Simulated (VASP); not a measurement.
# Te (Pm-3m) in VASP: a series of runs

The runs below take Te through single point, relaxation of cell and atoms, with PBE.

All numbers are computed with VASP 6.6.1; they aren't measurements. Logs are shortened: lines on timing, memory, paths and dates and some standing lists are left out, and cuts for length are marked.

## 1. The cell of the first run

The structure is cubic, space group Pm-3m (No. 221). The conventional cell has a = 2.987 Å, b = 2.987 Å, c = 2.987 Å, α = 90.00°, β = 90.00°, γ = 90.00°. Te (site symmetry m-3m) has 6 Te at 2.99 Å within 3.9 Å.

This isn't the form of Te at room conditions, which is trigonal, of chains.

## 2. Single point, PBE

INCAR reads:

```
SYSTEM = Te
  PREC = Accurate
  ENCUT = 520
  EDIFF = 1E-6
  ISMEAR = -1
  SIGMA = 0.05
  LREAL = .False.
  LASPH = .True.
  NELM = 60
  ALGO = Normal
  ISIF = 2
  LWAVE = .False.
  LCHARG = .True.
  GGA = PE
  LELF = .True.
  LVHAR = .True.
  NBANDS = 9
```

KPOINTS reads:

```
Automatic mesh
0
Gamma
  13 13 13
  0 0 0
```

POSCAR reads:

```
Te
1.0
    2.9872011998      0.0000000000      0.0000000000
    0.0000000000      2.9872011998      0.0000000000
    0.0000000000      0.0000000000      2.9872011998
Te
1
Direct
    0.0000000000      0.0000000000      0.0000000000
```

Potentials or basis: VASP PAW PBE potentials, release 64 (Te).

Command:

```sh
$ cat potpaw_PBE.64/Te/POTCAR > POTCAR
$ mpirun -np 1 vasp_std > vasp.out
```

OUTCAR:

```text
SYSTEM = Te
   PREC = Accurate
   ENCUT = 520
   EDIFF = 1E-6
   ISMEAR = -1
   LREAL = .False.
   LASPH = .True.
   NELM = 60
   ISIF = 2
   GGA = PE

 ion  position               nearest neighbor table
   1  0.000  0.000  0.000-

  LATTYP: Found a simple cubic cell.
 ALAT       =     2.9872011998

  Lattice vectors:

 A1 = (   2.9872011998,   0.0000000000,   0.0000000000)
 A2 = (   0.0000000000,   2.9872011998,   0.0000000000)
 A3 = (   0.0000000000,   0.0000000000,   2.9872011998)

Analysis of symmetry for initial positions (statically):
=====================================================================
 Subroutine PRICEL returns:
 Original cell was already a primitive cell.

 Routine SETGRP: Setting up the symmetry group for a
 simple cubic supercell.

 Subroutine GETGRP returns: Found 48 space group operations
 (whereof 48 operations were pure point group operations)
 out of a pool of 48 trial point group operations.

The static configuration has the point symmetry O_h .

Analysis of symmetry for dynamics (positions and initial velocities):
=====================================================================
 Subroutine PRICEL returns:
 Original cell was already a primitive cell.

 Routine SETGRP: Setting up the symmetry group for a
 simple cubic supercell.

 Subroutine GETGRP returns: Found 48 space group operations
 (whereof 48 operations were pure point group operations)
 out of a pool of 48 trial point group operations.

The dynamic configuration has the point symmetry O_h .

 Subroutine INISYM returns: Found 48 space group operations
 (whereof 48 operations are pure point group operations),
 and found     1 'primitive' translations

----------------------------------------------------------------------------------------

                                     Primitive cell

  volume of cell :      26.6559

  direct lattice vectors                    reciprocal lattice vectors
     2.987201200  0.000000000  0.000000000     0.334761515  0.000000000  0.000000000
     0.000000000  2.987201200  0.000000000     0.000000000  0.334761515  0.000000000
     0.000000000  0.000000000  2.987201200     0.000000000  0.000000000  0.334761515

  length of vectors
     2.987201200  2.987201200  2.987201200     0.334761515  0.334761515  0.334761515

  position of ions in fractional coordinates (direct lattice)
     0.000000000  0.000000000  0.000000000

  ion indices of the primitive-cell ions
   primitive index   ion index
                 1           1

----------------------------------------------------------------------------------------

 KPOINTS: Automatic mesh

Automatic generation of k-mesh.
 Grid dimensions read from file:
 generate k-points for:   13   13   13

 Generating k-lattice:

  Cartesian coordinates                     Fractional coordinates (reciprocal lattice)
     0.025750886  0.000000000  0.000000000     0.076923077  0.000000000  0.000000000
     0.000000000  0.025750886  0.000000000     0.000000000  0.076923077  0.000000000
     0.000000000  0.000000000  0.025750886     0.000000000  0.000000000  0.076923077

  Length of vectors
     0.025750886  0.025750886  0.025750886

  Shift w.r.t. Gamma in fractional coordinates (k-lattice)
     0.000000000  0.000000000  0.000000000

 Subroutine IBZKPT returns following result:
 ===========================================

 Found     84 irreducible k-points:

 Following reciprocal coordinates:
            Coordinates               Weight
  0.000000  0.000000  0.000000      1.000000
  0.076923  0.000000  0.000000      6.000000
  0.153846  0.000000  0.000000      6.000000
  0.230769  0.000000  0.000000      6.000000
  0.307692  0.000000  0.000000      6.000000
  0.384615  0.000000  0.000000      6.000000
[... 16 lines left out ...]
  0.307692  0.307692  0.000000     12.000000
  0.384615  0.307692  0.000000     24.000000
 [... further k-points ...]
   k-points           NKPTS =     84   k-points in BZ     NKDIM =     84   number of bands    NBANDS=      9
   number of dos      NEDOS =    301   number of ions     NIONS =      1
   total plane-waves  NPLWV =  13824
   dimension x,y,z NGX =    24 NGY =   24 NGZ =   24
   dimension x,y,z NGXF=    48 NGYF=   48 NGZF=   48
   ions per type =               1
   NGX,Y,Z   is equivalent  to a cutoff of  13.36, 13.36, 13.36 a.u.
   NGXF,Y,Z  is equivalent  to a cutoff of  26.71, 26.71, 26.71 a.u.
 SYSTEM =  Te
   PREC   = accura    normal or accurate (medium, high low for compatibility)
   ISTART =      0    job   : 0-new  1-cont  2-samecut
   ICHARG =      2    charge: 1-file 2-atom 10-const
   ISPIN  =      1    spin polarized calculation?
   LNONCOLLINEAR =      F non collinear calculations
   LSORBIT =      F    spin-orbit coupling
   LASPH  =      T    aspherical Exc in radial PAW
   ENCUT  =  520.0 eV  38.22 Ry    6.18 a.u.   5.55  5.55  5.55*2*pi/ulx,y,z
   NELM   =     60;   NELMIN=  2; NELMDL= -5     # of ELM steps
   EDIFF  = 0.1E-05   stopping-criterion for ELM
   LREAL  =      F    real-space projection
   EDIFFG = 0.1E-04   stopping-criterion for IOM
   NSW    =      0    number of steps for IOM
   IBRION =     -1    ionic relax: 0-MD 1-quasi-New 2-CG
   NFREE  =      0    steps in history (QN), initial steepest desc. (CG)
   ISIF   =      2    stress and relaxation
   ISYM   =      2    0-nonsym 1-usesym 2-fastsym
   POTIM  = 0.5000    time-step for ionic-motion
   TEBEG  =    0.0;   TEEND  =   0.0 temperature during run
   PSTRESS=    0.0 pullay stress
   NELECT =       6.0000    total number of electrons
   NUPDOWN=      -1.0000    fix difference up-down
   EMIN   =  10.00;   EMAX   =-10.00  energy-range for DOS
   EFERMI =   0.00;   METHOD = LEGACY
   ISMEAR =    -1;   SIGMA  =   0.05  broadening in eV -4-tet -1-fermi 0-gaus
   EFERMI_NEDOS =   21; number of points for ismear=-14 and -15
   IALGO  =     38    algorithm
   IMIX   =      4    mixing-type and parameters
     AMIX     =   0.40;   BMIX     =  1.00
     AMIX_MAG =   1.60;   BMIX_MAG =  1.00
  volume/ion in A,a.u.               =      26.66       179.88
  Fermi-wavevector in a.u.,A,eV,Ry     =   0.995850  1.881884 13.493143  0.991718
  Thomas-Fermi vector in A             =   2.127899
   LORBIT       =      0    0 simple, 1 ext, 2 COOP (PROOUT), +10 PAW based schemes
   GGA     = PE    functional components
   LHFCALC =     F    Hartree Fock is set to
   AEXX    =    0.0000 exact exchange contribution
   IVDW    =     0    specifies the selected vdW correction
   LEPSILON=     F    determine dielectric tensor
   LRPA    =     F    only Hartree local field effects (RPA)
 non-spin polarized calculation
  energy-cutoff  :      520.00
  volume of cell :       26.66
 maximum number of plane-waves:       739
 NGX is ok and might be reduce to    24
   NGX = 11   NGY = 11   NGZ = 11

 number of electron       5.9999999 magnetization

 Free energy of the ion-electron system (eV)
  ---------------------------------------------------
  ext. energy  EPLUGINS =         0.00000000
  ---------------------------------------------------
  free energy    TOTEN  =        -2.83899176 eV

  energy without entropy =       -2.83575793  energy(sigma->0) =       -2.83737485

 E-fermi :   9.5304     XC(G=0): -10.1906

 val. band max:        9.4130920538   @ k =   0.3846   0.3846   0.2308
 cond. band min:       9.5509944879   @ k =   0.3846   0.1538   0.0000
 fundamental gap:      0.1379024341
 Fermi energy:         9.5304360973

 k-point     1 :       0.0000    0.0000    0.0000
  band No.  band energies     occupation
      1      -6.0064      2.00000
      2      10.7905      0.00000
      3      10.7905      0.00000
      4      10.7905      0.00000
      5      15.1584      0.00000
      6      15.1584      0.00000
      7      16.7492      0.00000
      8      28.2382      0.00000
      9      28.2876      0.00000

 k-point     2 :       0.0769    0.0000    0.0000
  band No.  band energies     occupation
      1      -5.9171      2.00000
      2       9.7272      0.03837
      3      10.8759      0.00000
      4      10.8759      0.00000
      5      15.2320      0.00000
      6      15.8414      0.00000
      7      17.3522      0.00000
      8      26.7057      0.00000
      9      26.7058      0.00000

 k-point     3 :       0.1538    0.0000    0.0000
  band No.  band energies     occupation
      1      -5.6527      2.00000
      2       7.7961      2.00000
      3      11.1238      0.00000
      4      11.1238      0.00000
      5      15.4509      0.00000
      6      16.3982      0.00000
      7      19.3811      0.00000
      8      25.0214      0.00000
      9      25.0214      0.00000

 k-point     4 :       0.2308    0.0000    0.0000
  band No.  band energies     occupation
      1      -5.2270      2.00000
      2       5.8399      2.00000
      3      11.5074      0.00000
      4      11.5074      0.00000
      5      15.8083      0.00000
      6      16.8693      0.00000
      7      21.8436      0.00000
      8      23.4424      0.00000
      9      23.4424      0.00000

 k-point     5 :       0.3077    0.0000    0.0000
  band No.  band energies     occupation
      1      -4.6751      2.00000
      2       4.0790      2.00000
      3      11.9727      0.00000
      4      11.9727      0.00000
      5      16.2853      0.00000
      6      17.4609      0.00000
      7      22.0638      0.00000
      8      22.0638      0.00000
      9      22.4954      0.00000

 k-point     6 :       0.3846    0.0000    0.0000
  band No.  band energies     occupation
      1      -4.0827      2.00000
      2       2.6596      2.00000
      3      12.4237      0.00000
      4      12.4237      0.00000
      5      16.8275      0.00000
      6      18.2033      0.00000
      7      20.9977      0.00000
      8      20.9977      0.00000
      9      21.2799      0.00000
[... 169 lines left out ...]
 k-point    21 :       0.3846    0.2308    0.0000
  band No.  band energies     occupation
      1      -3.2907      2.00000
      2       3.3796      2.00000
      3       7.6073      2.00000
      4      13.1518      0.00000
      5      14.7195      0.00000
      6      18.3488      0.00000
      7      21.6313      0.00000
      8      21.7381      0.00000
      9      24.2119      0.00000

 k-point    22 :       0.4615    0.2308    0.0000
  band No.  band energies     occupation
      1      -2.8486      2.00000
      2       2.5205      2.00000
      3       7.9576      2.00000
      4      13.4465      0.00000
      5      14.0260      0.00000
      6      19.0101      0.00000
      7      20.8015      0.00000
      8      21.0355      0.00000
      9      24.7049      0.00000

 k-point    23 :       0.3077    0.3077    0.0000
  band No.  band energies     occupation
      1      -3.3294      2.00000
      2       5.0979      2.00000
      3       5.5323      2.00000
      4      13.1674      0.00000
      5      14.3734      0.00000
      6      18.2423      0.00000
      7      22.9843      0.00000
      8      23.3139      0.00000
      9      23.3164      0.00000

 k-point    24 :       0.3846    0.3077    0.0000
  band No.  band energies     occupation
      1      -2.7239      2.00000
      2       3.8603      2.00000
      3       5.8402      2.00000
      4      13.1646      0.00000
      5      13.6218      0.00000
      6      18.9052      0.00000
      7      22.0865      0.00000
      8      22.2998      0.00000
      9      23.6702      0.00000

 [... further k-points ...]

------------------------ aborting loop because EDIFF is reached ----------------------------------------

  FORCE on cell =-STRESS in cart. coord.  units (eV):
  Direction    XX          YY          ZZ          XY          YZ          ZX
  --------------------------------------------------------------------------------------
  -------------------------------------------------------------------------------------
  Total        2.8381664      2.8381664      2.8381664      0.0000000      0.0000000     -0.0000000
  in kB      170.5905679    170.5905679    170.5905679      0.0000000      0.0000000     -0.0000000
  external PRESSURE =     170.5905679 kB  Pullay stress =       0.0000000 kB

 VOLUME and BASIS-vectors are now :
 -----------------------------------------------------------------------------
  energy-cutoff  :      520.00
  volume of cell :       26.66
      direct lattice vectors                 reciprocal lattice vectors
     2.987201200  0.000000000  0.000000000     0.334761515  0.000000000  0.000000000
     0.000000000  2.987201200  0.000000000     0.000000000  0.334761515  0.000000000
     0.000000000  0.000000000  2.987201200     0.000000000  0.000000000  0.334761515

 POSITION                                       TOTAL-FORCE (eV/Angst)
 -----------------------------------------------------------------------------------
      0.00000      0.00000      0.00000         0.000000      0.000000      0.000000
 -----------------------------------------------------------------------------------
    total drift:                               -0.000000      0.000000      0.000000

  FREE ENERGIE OF THE ION-ELECTRON SYSTEM (eV)
  ---------------------------------------------------
  free  energy   TOTEN  =        -2.8389917638 eV

  energy  without entropy=       -2.8357579269  energy(sigma->0) =       -2.83737485
```

Wall time 5 s (1 thread of Intel Xeon 6975P-C (Granite Rapids), shared host); peak memory 0.15 GiB.

What came out:

```
Free energy            : -2.8390 eV
Pressure               : 17.1 GPa
Band gap on the k mesh : zero (bands 3 and 4 overlap by 6.92 eV)
```

Caveat: the cell stands under pressure; spin-orbit coupling is left out, which moves the levels of the heavy elements.

## 3. Single point, PBE

INCAR reads:

```
ALGO = Normal ; EDIFF = 1E-6
ENCUT = 520 ; GGA = PE
ISIF = 2 ; ISMEAR = -1
LASPH = True ; LCHARG = False
LREAL = False ; LWAVE = False
NBANDS = 9 ; NELM = 100
PREC = Accurate ; SIGMA = 0.05
```

KPOINTS reads:

```
k-points
0
Gamma
  13 13 13
```

POSCAR is that of step 2.

Potentials or basis: VASP PAW PBE potentials, release 64 (Te).

Command:

```sh
$ cat potpaw_PBE.64/Te/POTCAR > POTCAR
$ mpirun -np 1 vasp_std > vasp.out
```

Run time: 5 s. Hardware: 1 thread of Intel Xeon 6975P-C (Granite Rapids), shared host; peak memory 0.14 GiB.

It converged, with:

| Item | Value |
| --- | --- |
| Free energy | -2.8390 eV |
| Pressure | 17.1 GPa |
| Band gap on the k mesh | zero (bands 3 and 4 overlap by 6.92 eV) |

Levels at points of the mesh, in eV from the Fermi level:
| k point | band 1 | band 2 | band 3 | band 4 | band 5 | band 6 | band 7 |
| --- | --- | --- | --- | --- | --- | --- | --- |
| (0.00, 0.00, 0.00) | -15.54 | 1.26 | 1.26 | 1.26 | 5.63 | 5.63 | 7.22 |

Caveat: the cell stands under pressure; spin-orbit coupling is left out, which moves the levels of the heavy elements.

## 4. Relaxation of cell and atoms, PBE, target pressure 17 GPa, at which the enthalpy is minimised

This run uses another cell than the first one, of 24.68 Å³/atom.

INCAR reads:

```
SYSTEM = Te
  PREC = Accurate
  ENCUT = 600
  EDIFF = 1E-6
  ISMEAR = -1
  SIGMA = 0.05
  LREAL = .FALSE.
  LASPH = .TRUE.
  NELM = 80
  ALGO = Normal
  ISIF = 3
  LWAVE = .FALSE.
  LCHARG = .FALSE.
  GGA = PE
  IBRION = 2
  NSW = 60
  EDIFFG = -0.005
  PSTRESS = 170.0
```

KPOINTS reads:

```
Automatic mesh
0
G
  13 13 13
  0 0 0
```

POSCAR reads:

```
Te
1.0
    2.9115269682      0.0000000000      0.0000000000
    0.0000000000      2.9115269682      0.0000000000
    0.0000000000      0.0000000000      2.9115269682
Te
1
Direct
    0.0000000000      0.0000000000      0.0000000000
```

Potentials or basis: VASP PAW PBE potentials, release 64 (Te).

Command:

```sh
$ cat potpaw_PBE.64/Te/POTCAR > POTCAR
$ mpirun -np 1 vasp_std > vasp.out
```

OUTCAR:

```text
SYSTEM = Te
   PREC = Accurate
   ENCUT = 600
   EDIFF = 1E-6
   ISMEAR = -1
   LREAL = .FALSE.
   LASPH = .TRUE.
   NELM = 80
   ISIF = 3
   GGA = PE
   IBRION = 2
   NSW = 60
   EDIFFG = -0.005
   PSTRESS = 170.0

 ion  position               nearest neighbor table
   1  0.000  0.000  0.000-

  LATTYP: Found a simple cubic cell.
 ALAT       =     2.9115269682

  Lattice vectors:

 A1 = (   2.9115269682,   0.0000000000,   0.0000000000)
 A2 = (   0.0000000000,   2.9115269682,   0.0000000000)
 A3 = (   0.0000000000,   0.0000000000,   2.9115269682)

Analysis of symmetry for initial positions (statically):
=====================================================================
 Subroutine PRICEL returns:
 Original cell was already a primitive cell.

[... 167 lines left out ...]

  energy without entropy =       -2.56091810  energy(sigma->0) =       -2.56310410

 E-fermi :  10.8223     XC(G=0): -10.5426

 val. band max:       10.7927146371   @ k =   0.3846   0.3846   0.2308
 cond. band min:      10.8248820746   @ k =   0.3846   0.1538   0.0000
 fundamental gap:      0.0321674375
 Fermi energy:        10.8222811531
[... 595 lines left out ...]
  energy  without entropy=       -2.8479713997  energy(sigma->0) =       -2.84957662

  enthalpy is  TOTEN    =        -0.0104089646 eV   P V=        2.8407728687

[... ionic steps 4 to 13 ...]

--------------------------------------- Ionic step       14  -------------------------------------------

 number of electron       5.9999999 magnetization

------------------------ aborting loop because EDIFF is reached ----------------------------------------
[... 69 lines left out ...]
--------------------------------------- Ionic step       16  -------------------------------------------

 number of electron       5.9999999 magnetization

 Free energy of the ion-electron system (eV)
  ---------------------------------------------------
  ext. energy  EPLUGINS =         0.00000000
  ---------------------------------------------------
  free energy    TOTEN  =        -2.83946575 eV

  energy without entropy =       -2.83623278  energy(sigma->0) =       -2.83784926

 E-fermi :   9.5279     XC(G=0): -10.1891

 val. band max:        9.4104088682   @ k =   0.3846   0.3846   0.2308
 cond. band min:       9.5484827116   @ k =   0.3846   0.1538   0.0000
 fundamental gap:      0.1380738434
 Fermi energy:         9.5279077625
[... 272 lines left out ...]
  energy  without entropy=       -2.8362327783  energy(sigma->0) =       -2.83784926

  enthalpy is  TOTEN    =        -0.0105819829 eV   P V=        2.8288837656

 reached required accuracy - stopping structural energy minimisation
```

CONTCAR:

```text
Te
   1.00000000000000
     2.9873922829514989   -0.0000000000000001   -0.0000000000000000
    -0.0000000000000001    2.9873922829514994   -0.0000000000000000
     0.0000000000000000    0.0000000000000000    2.9873922829514994
  Te
     1
Direct
     1.0000000000000000    0.0000000000000000    0.0000000000000000

  0.00000000E+00  0.00000000E+00  0.00000000E+00
```

Run time: 23 s. Hardware: 1 thread of Intel Xeon 6975P-C (Granite Rapids), shared host; peak memory 0.15 GiB.

What came out:

| Property | Result |
| --- | --- |
| Free energy | -2.8395 eV |
| Relaxed volume | 26.66 Å³/atom |
| Relaxed cell | a = 2.987 Å, b = 2.987 Å, c = 2.987 Å, α = 90.00°, β = 90.00°, γ = 90.00° |
| Space group after relaxing (to 0.1 Å) | Pm-3m (No. 221) |
| Energy change on relaxing (the run minimises the enthalpy) | -274.2 meV/atom |
| Ionic steps | 16 |
| Pressure after relaxing | 17.0 GPa |
| Band gap on the k mesh | zero (bands 3 and 4 overlap by 6.92 eV) |

Step by step:
| step | energy change (eV) | largest force (eV/Å) | pressure (GPa) | volume (Å³) |
| --- | --- | --- | --- | --- |
| 1 | 0.0000 | 0.0000 | 28.02 | 24.68 |
| 2 | -0.5273 | 0.0000 | 2.62 | 31.26 |
| 3 | -0.2859 | 0.0000 | 16.50 | 26.77 |
| 4 | -0.2754 | 0.0000 | 16.96 | 26.67 |
| 5 | -0.2711 | 0.0000 | 17.15 | 26.63 |
| 6 | -0.2712 | 0.0000 | 17.15 | 26.63 |
| 7 | -0.2716 | 0.0000 | 17.14 | 26.64 |
| 8 | -0.2716 | 0.0000 | 17.13 | 26.64 |
| 9 | -0.2716 | 0.0000 | 17.13 | 26.64 |
| 10 | -0.2716 | 0.0000 | 17.13 | 26.64 |
| 11 | -0.2717 | 0.0000 | 17.13 | 26.64 |
| 12 | -0.2718 | 0.0000 | 17.12 | 26.64 |
| 13 | -0.2719 | 0.0000 | 17.12 | 26.64 |
| 14 | -0.2722 | 0.0000 | 17.11 | 26.64 |
| 15 | -0.2729 | 0.0000 | 17.09 | 26.65 |
| 16 | -0.2742 | 0.0000 | 17.02 | 26.66 |

Final structure:
```yaml
crystal:
  lattice:
    - [2.98739, 0.00000, 0.00000]
    - [0.00000, 2.98739, 0.00000]
    - [0.00000, 0.00000, 2.98739]
  atoms:
    - { symbol: Te, position: [0.00000, 0.00000, 0.00000] }
```

Levels at points of the mesh, in eV from the Fermi level:
```tsv
k point	band 1	band 2	band 3	band 4	band 5	band 6	band 7
(0.00, 0.00, 0.00)	-15.53	1.26	1.26	1.26	5.63	5.63	7.22
```

Caveat: the cell is relaxed towards a set pressure, so the run minimises the enthalpy, not the energy; spin-orbit coupling is left out, which moves the levels of the heavy elements.

[end of part 1 of 2]
